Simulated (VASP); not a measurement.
# BP (zincblende type) (F-43m) in VASP: further runs

BP (zincblende type) is run at these levels: LDA; tasks: single point.

Everything below comes from runs of VASP 6.6.1. Logs are shortened: lines on timing, memory, paths and dates and some standing lists are left out, and cuts for length are marked.

## (1) The cell of the first run

It takes space group F-43m (No. 216, cubic). Conventional cell: a = 4.490 Å, b = 4.490 Å, c = 4.490 Å, α = 90.00°, β = 90.00°, γ = 90.00°. Within 2.6 Å of B (site symmetry -43m) lie 4 P at 1.94 Å. Within 2.6 Å of P (site symmetry -43m) lie 4 B at 1.94 Å.

## (2) Single point, LDA

The input, INCAR:

```
PREC = Accurate
ENCUT = 500
EDIFF = 1E-6
ISMEAR = -1
SIGMA = 0.08
LREAL = F
LASPH = T
NELM = 120
ALGO = Normal
ISIF = 2
LWAVE = F
LCHARG = F
NBANDS = 11
GGA_COMPAT = F
```

The input, KPOINTS:

```
regular mesh
0
Gamma
  15 15 15
```

The input, POSCAR:

```
BP
1.0
    0.0000000000      2.2450412894      2.2450412894
    2.2450412894      0.0000000000      2.2450412894
    2.2450412894      2.2450412894      0.0000000000
B P
1 1
Direct
    0.0000000000      0.0000000000      0.0000000000
    0.2500000000      0.2500000000      0.2500000000
```

Potentials or basis: VASP PAW LDA potentials, release 64 (B, P).

On the command line:

```bash
cat potpaw_LDA.64/B/POTCAR potpaw_LDA.64/P/POTCAR > POTCAR
mpirun -np 1 vasp_std > vasp.out
```

OUTCAR:

```text
PREC = Accurate
   ENCUT = 500
   EDIFF = 1E-6
   ISMEAR = -1
   LREAL = F
   LASPH = T
   NELM = 120
   ISIF = 2

 ion  position               nearest neighbor table
   1  0.000  0.000  0.000-   2 1.94   2 1.94   2 1.94   2 1.94
   2  0.250  0.250  0.250-   1 1.94   1 1.94   1 1.94   1 1.94

  LATTYP: Found a face centered cubic cell.
 ALAT       =     4.4900825788

  Lattice vectors:

 A1 = (   0.0000000000,   2.2450412894,   2.2450412894)
 A2 = (   2.2450412894,   0.0000000000,   2.2450412894)
 A3 = (   2.2450412894,   2.2450412894,   0.0000000000)

Analysis of symmetry for initial positions (statically):
=====================================================================
 Subroutine PRICEL returns:
 Original cell was already a primitive cell.

 Routine SETGRP: Setting up the symmetry group for a
 face centered cubic supercell.

 Subroutine GETGRP returns: Found 24 space group operations
 (whereof 24 operations were pure point group operations)
 out of a pool of 48 trial point group operations.

The static configuration has the point symmetry T_d .

Analysis of symmetry for dynamics (positions and initial velocities):
=====================================================================
 Subroutine PRICEL returns:
 Original cell was already a primitive cell.

 Routine SETGRP: Setting up the symmetry group for a
 face centered cubic supercell.

 Subroutine GETGRP returns: Found 24 space group operations
 (whereof 24 operations were pure point group operations)
 out of a pool of 48 trial point group operations.

The dynamic configuration has the point symmetry T_d .

 Subroutine INISYM returns: Found 24 space group operations
 (whereof 24 operations are pure point group operations),
 and found     1 'primitive' translations

----------------------------------------------------------------------------------------

                                     Primitive cell

  volume of cell :      22.6310

  direct lattice vectors                    reciprocal lattice vectors
     0.000000000  2.245041289  2.245041289    -0.222713053  0.222713053  0.222713053
     2.245041289  0.000000000  2.245041289     0.222713053 -0.222713053  0.222713053
     2.245041289  2.245041289  0.000000000     0.222713053  0.222713053 -0.222713053

  length of vectors
     3.174967840  3.174967840  3.174967840     0.385750324  0.385750324  0.385750324

  position of ions in fractional coordinates (direct lattice)
     0.000000000  0.000000000  0.000000000
     0.250000000  0.250000000  0.250000000

[... 77 lines left out ...]
   LREAL  =      F    real-space projection
   EDIFFG = 0.1E-04   stopping-criterion for IOM
   NSW    =      0    number of steps for IOM
   IBRION =     -1    ionic relax: 0-MD 1-quasi-New 2-CG
   NFREE  =      0    steps in history (QN), initial steepest desc. (CG)
   ISIF   =      2    stress and relaxation
   ISYM   =      2    0-nonsym 1-usesym 2-fastsym
   POTIM  = 0.5000    time-step for ionic-motion
   TEBEG  =    0.0;   TEEND  =   0.0 temperature during run
   PSTRESS=    0.0 pullay stress
   NELECT =       8.0000    total number of electrons
   NUPDOWN=      -1.0000    fix difference up-down
   EMIN   =  10.00;   EMAX   =-10.00  energy-range for DOS
   EFERMI =   0.00;   METHOD = LEGACY
   ISMEAR =    -1;   SIGMA  =   0.08  broadening in eV -4-tet -1-fermi 0-gaus
   EFERMI_NEDOS =   21; number of points for ismear=-14 and -15
   IALGO  =     38    algorithm
   IMIX   =      4    mixing-type and parameters
     AMIX     =   0.40;   BMIX     =  1.00
     AMIX_MAG =   1.60;   BMIX_MAG =  1.00
  volume/ion in A,a.u.               =      11.32        76.36
  Fermi-wavevector in a.u.,A,eV,Ry     =   1.157543  2.187439 18.230528  1.339906
  Thomas-Fermi vector in A             =   2.294154
   LORBIT       =      0    0 simple, 1 ext, 2 COOP (PROOUT), +10 PAW based schemes
   GGA     = CA    functional components
   LHFCALC =     F    Hartree Fock is set to
   AEXX    =    0.0000 exact exchange contribution
   IVDW    =     0    specifies the selected vdW correction
   LEPSILON=     F    determine dielectric tensor
   LRPA    =     F    only Hartree local field effects (RPA)
 non-spin polarized calculation
  energy-cutoff  :      500.00
  volume of cell :       22.63
 maximum number of plane-waves:       589
   NGX = 11   NGY = 11   NGZ = 11

 number of electron       8.0000001 magnetization

 Free energy of the ion-electron system (eV)
  ---------------------------------------------------
  ext. energy  EPLUGINS =         0.00000000
  ---------------------------------------------------
  free energy    TOTEN  =       -14.39940457 eV

  energy without entropy =      -14.39939721  energy(sigma->0) =      -14.39940089

 E-fermi :   8.3510     XC(G=0): -11.2199

 val. band max:        7.7899917981   @ k =   0.0000   0.0000   0.0000
 cond. band min:       8.9405022111   @ k =   0.4000   0.4000   0.0000
 fundamental gap:      1.1505104130
 Fermi energy:         8.3510037290

 k-point     1 :       0.0000    0.0000    0.0000
  band No.  band energies     occupation
      1      -7.8836      2.00000
      2       7.7900      1.99820
      3       7.7900      1.99820
      4       7.7900      1.99820
      5      11.2195      0.00000
      6      11.2195      0.00000
      7      11.2195      0.00000
      8      15.6488      0.00000
      9      19.2737      0.00000
     10      20.0660      0.00000
     11      20.0660      0.00000
[... 309 lines left out ...]
 k-point    24 :       0.2000    0.1333    0.0000
  band No.  band energies     occupation
      1      -7.1486      2.00000
      2       5.1603      2.00000
      3       6.0315      2.00000
      4       6.4178      2.00000
      5      10.4848      0.00000
      6      13.5448      0.00000
      7      13.6768      0.00000
      8      14.9524      0.00000
      9      18.8350      0.00000
     10      20.5518      0.00000
     11      21.3757      0.00000

 [... further k-points ...]
[... 5 lines left out ...]
  --------------------------------------------------------------------------------------
  -------------------------------------------------------------------------------------
  Total       -0.0089064     -0.0089064     -0.0089064      0.0000000     -0.0000000      0.0000000
  in kB       -0.6305361     -0.6305361     -0.6305361      0.0000000     -0.0000000      0.0000000
  external PRESSURE =      -0.6305361 kB  Pullay stress =       0.0000000 kB

 VOLUME and BASIS-vectors are now :
 -----------------------------------------------------------------------------
  energy-cutoff  :      500.00
  volume of cell :       22.63
      direct lattice vectors                 reciprocal lattice vectors
     0.000000000  2.245041289  2.245041289    -0.222713053  0.222713053  0.222713053
     2.245041289  0.000000000  2.245041289     0.222713053 -0.222713053  0.222713053
     2.245041289  2.245041289  0.000000000     0.222713053  0.222713053 -0.222713053

 POSITION                                       TOTAL-FORCE (eV/Angst)
 -----------------------------------------------------------------------------------
      0.00000      0.00000      0.00000         0.000000      0.000000      0.000000
      1.12252      1.12252      1.12252        -0.000000     -0.000000     -0.000000
 -----------------------------------------------------------------------------------
    total drift:                                0.000000      0.000000      0.000000

  FREE ENERGIE OF THE ION-ELECTRON SYSTEM (eV)
  ---------------------------------------------------
  free  energy   TOTEN  =       -14.3994045691 eV

  energy  without entropy=      -14.3993972145  energy(sigma->0) =      -14.39940089
```

OSZICAR:

```text
N       E                     dE             d eps       ncg     rms          rms(c)
DAV:   1     0.785253903850E+01    0.78525E+01   -0.39000E+03  2656   0.638E+02
DAV:   2    -0.146408358994E+02   -0.22493E+02   -0.21425E+02  3546   0.110E+02
DAV:   3    -0.152974080918E+02   -0.65657E+00   -0.65456E+00  3392   0.162E+01
DAV:   4    -0.152999842132E+02   -0.25761E-02   -0.25759E-02  3028   0.119E+00
DAV:   5    -0.152999970726E+02   -0.12859E-04   -0.12859E-04  3288   0.829E-02    0.769E+00
DAV:   6    -0.145353098331E+02    0.76469E+00   -0.17101E+00  2997   0.569E+00    0.404E+00
DAV:   7    -0.144123100263E+02    0.12300E+00   -0.28430E-01  3322   0.266E+00    0.132E+00
DAV:   8    -0.143993637968E+02    0.12946E-01   -0.32286E-02  3086   0.971E-01    0.232E-01
DAV:   9    -0.143994082511E+02   -0.44454E-04   -0.79663E-04  3060   0.198E-01    0.166E-01
DAV:  10    -0.143994028038E+02    0.54472E-05   -0.12774E-04  2877   0.642E-02    0.358E-02
DAV:  11    -0.143994050574E+02   -0.22535E-05   -0.79999E-06  3265   0.142E-02    0.429E-02
DAV:  12    -0.143994045691E+02    0.48823E-06   -0.25669E-06  1751   0.681E-03
   1 F= -.14399405E+02 E0= -.14399401E+02  d E =-.735459E-05
```

stdout:

```text
POSCAR found type information on POSCAR B P
 POSCAR found :  2 types and       2 ions
 scaLAPACK will be used
 LDA part: xc-table for (Slater(with rela. corr.)+CA(PZ))
 , standard interpolation
 POSCAR, INCAR and KPOINTS ok, starting setup
 FFT: planning ... GRIDC
 FFT: planning ... GRID_SOFT
 FFT: planning ... GRID
 WAVECAR not read
 entering main loop
```

Wall time 15 s (1 thread of AMD EPYC 9R45 (Zen 5), shared host); peak memory 0.11 GiB.

Results:

```
Free energy            : -14.3994 eV
Pressure               : -0.1 GPa
Band gap on the k mesh : 1.15 eV, indirect (least direct gap 3.43 eV)
```

A k mesh can miss the band edges. A hybrid or GW would open this gap; LDA tends to underestimate it.

## (3) Single point, LDA

This run uses another cell than the first one, of 9.05 Å³/atom, 0.800 times its volume.

The input, INCAR:

```
PREC     = Accurate       # precision mode
ENCUT    = 520            # plane-wave cutoff, eV
EDIFF    = 1E-6           # SCF threshold, eV
ISMEAR   = -1             # smearing method
SIGMA    = 0.08           # smearing width, eV
LREAL    = False          # projectors in reciprocal space
LASPH    = True           # aspherical terms in the spheres
NELM     = 80             # most SCF steps
ALGO     = Normal         # electronic algorithm
ISIF     = 2              # what is computed and relaxed
LWAVE    = False          # write WAVECAR
LCHARG   = False          # write CHGCAR
NBANDS   = 11             # bands
ISYM     = 0
```

The input, KPOINTS:

```
Automatic mesh
0
Gamma
  15 15 15
  0.5 0.5 0.5
```

The input, POSCAR:

```
BP
1.0
    0.0000000000      2.0841117159      2.0841117159
    2.0841117159      0.0000000000      2.0841117159
    2.0841117159      2.0841117159      0.0000000000
B P
1 1
Direct
    0.0000000000      0.0000000000      0.0000000000
    0.2500000000      0.2500000000      0.2500000000
```

Potentials or basis: VASP PAW LDA potentials, release 64 (B, P).

On the command line:

```bash
cat potpaw_LDA.64/B/POTCAR potpaw_LDA.64/P/POTCAR > POTCAR
mpirun -np 1 vasp_std > vasp.out
```

It took 12 min on 1 thread of AMD EPYC 9R14 (Zen 4), shared host; peak memory 1.3 GiB.

The run converged. Its results:

```yaml
Free_energy: -13.6998 eV
Pressure: 58.9 GPa
Band_gap_on_the_k_mesh: 0.91 eV, indirect (least direct gap 3.98 eV)
```

Levels at points of the mesh, in eV from the valence-band top:
```tsv
k point	band 1	band 2	band 3	band 4	band 5	band 6	band 7	band 8
(0.50, 0.50, 0.50)	-13.35	-10.91	-1.96	-1.96	4.93	4.93	5.51	10.92
(0.50, 0.00, 0.00)	-13.35	-10.91	-1.96	-1.96	4.93	4.93	5.51	10.92
(0.00, 0.00, 0.50)	-13.35	-10.91	-1.96	-1.96	4.93	4.93	5.51	10.92
(0.00, 0.50, 0.00)	-13.35	-10.91	-1.96	-1.96	4.93	4.93	5.51	10.92
```

A k mesh can miss the band edges.
